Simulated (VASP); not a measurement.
Wanted: the native input for a VASP 6.6.1 run.

```yaml
Task: single point
Functional: r2SCAN
Potentials_or_basis: VASP PAW PBE potentials, release 64 (Ba_sv)
Cutoff: 520 eV
k_mesh: 14 × 14 × 8
Occupations: gaussian, width 0.15 eV
Spin: no spin polarisation
Dipole_correction: no
Further_INCAR_settings: ALGO = Normal; EDIFF = 1e-06; NBANDS = 11
```

Crystal: Ba.

```xyz
1
Lattice="1.8963 -3.5405 0.0000 1.8963 3.5405 0.0000 0.0000 0.0000 5.8710" Properties=species:S:1:pos:R:3 pbc="T T T"
Ba    0.0000    0.0000    0.0000
```

This cell differs from its parent crystal: strain -0.030 along x and y, +0.030 along z.

One way to write it, as run:

POSCAR

```
Ba
1.0
    1.8963500000     -3.5405000000      0.0000000000
    1.8963500000      3.5405000000      0.0000000000
    0.0000000000      0.0000000000      5.8710000000
Ba
1
Direct
    0.0000000000      0.0000000000      0.0000000000
```

INCAR.step1

```
PREC = Accurate ; ENCUT = 520
ISMEAR = 0 ; SIGMA = 0.15
LREAL = F ; LASPH = T
NELM = 60 ; NBANDS = 11
GGA = PE ; ALGO = Normal
EDIFF = 1E-4 ; LWAVE = T
LCHARG = F
```

INCAR.step2

```
PREC = Accurate ; ENCUT = 520
EDIFF = 1E-6 ; ISMEAR = 0
SIGMA = 0.15 ; LREAL = F
LASPH = T ; NELM = 60
ALGO = Normal ; ISIF = 2
LWAVE = F ; LCHARG = F
METAGGA = R2SCAN ; LMIXTAU = T
NBANDS = 11 ; ISTART = 1
```

KPOINTS

```
Automatic mesh
0
Gamma
  14 14 8
```

Potentials or basis: VASP PAW PBE potentials, release 64 (Ba_sv).

Run with:

```bash
$ cat potpaw_PBE.64/Ba_sv/POTCAR > POTCAR
$ cp INCAR.step1 INCAR
$ mpirun -np 1 vasp_std > vasp.out
$ cp INCAR.step2 INCAR
$ mpirun -np 1 vasp_std > vasp.out
```

It gave:

| Item | Value |
| --- | --- |
| Pressure | 1.2 GPa |
| Band gap on the k mesh | zero (bands 5 and 6 overlap by 1.31 eV) |

Caveat: the cell differs from its parent crystal (strain -0.030 along x and y, +0.030 along z); the stress differs along the axes, from -2 to 4 GPa; the PAW data sets were made with another functional, which shifts forces and pressure a little; spin-orbit coupling is left out, which moves the levels of the heavy elements.

Run time: 12 min on 1 thread of Intel Xeon 8259CL (shared host), peak memory 0.39 GiB.
